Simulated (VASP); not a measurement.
Write the native input for VASP 6.6.1 that does the following.

```yaml
Task: single point
Functional: PBE
Potentials_or_basis: VASP PAW PBE potentials, release 64 (Eu, S)
Cutoff: 600 eV
k_mesh: 7 × 7 × 7
Occupations: fermi-dirac, width 0.15 eV
Spin: collinear spin, ferromagnetic start
Starting_moments: "[9.1, 0.0] μB"
Hubbard_terms: Eu f U = 3.0 eV
Dipole_correction: no
Further_INCAR_settings: ALGO = Normal; EDIFF = 1e-06; NBANDS = 22
```

The structure of EuS lies in POSCAR:

```
EuS
1.0
    0.0000000000      2.9785000000      2.9785000000
    2.9785000000      0.0000000000      2.9785000000
    2.9785000000      2.9785000000      0.0000000000
Eu S
1 1
Direct
    0.0000000000      0.0000000000      0.0000000000
    0.5000000000      0.5000000000      0.5000000000
```

These files were run (other wordings do the same):

INCAR

```
SYSTEM = EuS
ALGO     = Normal         ! electronic algorithm
EDIFF    = 1E-6           ! SCF threshold, eV
ENCUT    = 600            ! plane-wave cutoff, eV
GGA      = PE             ! functional
GGA_COMPAT= .False.      
ISIF     = 2              ! what is computed and relaxed
ISMEAR   = -1             ! smearing method
ISPIN    = 2              ! spin polarisation
LASPH    = .True.         ! aspherical terms in the spheres
LCHARG   = .False.        ! write CHGCAR
LDAU     = .True.         ! DFT+U
LDAUJ    = 0 0          
LDAUL    = 3 -1           ! shell
LDAUPRINT= 1            
LDAUTYPE = 2            
LDAUU    = 3 0            ! U, eV
LMAXMIX  = 6              ! l up to which the mixer works
LORBIT   = 11             ! projections on sites
LREAL    = .False.        ! projectors in reciprocal space
LWAVE    = .False.        ! write WAVECAR
MAGMOM   = 9.1 0          ! initial moments
NBANDS   = 22             ! bands
NELM     = 200            ! most SCF steps
PREC     = Accurate       ! precision mode
SIGMA    = 0.15           ! smearing width, eV
```

KPOINTS

```
k-points
0
Gamma
  7 7 7
  0 0 0
```

Potentials or basis: VASP PAW PBE potentials, release 64 (Eu, S).

Launch:

```console
$ cat potpaw_PBE.64/Eu/POTCAR potpaw_PBE.64/S/POTCAR > POTCAR
$ mpirun -np 1 vasp_std > vasp.out
```

Results of the run:

```
Pressure                                              : -0.8 GPa
Band gap on the k mesh                                : zero (filled and empty bands overlap)
Net moment                                            : 6.98 μB per cell
Site moments                                          : Eu +6.65; S -0.07 μB
Valence electrons inside the program's atomic spheres : Eu 14.82; S 3.76
```

Caveat: spin-orbit coupling is left out, which moves the levels of the heavy elements; a cell with one magnetic atom can't hold antiferromagnetic order, which such compounds often take.

Wall time 3.3 min on 1 thread of Intel(R) Xeon(R) Platinum 8488C (Sapphire Rapids) (shared host), peak memory 0.27 GiB.
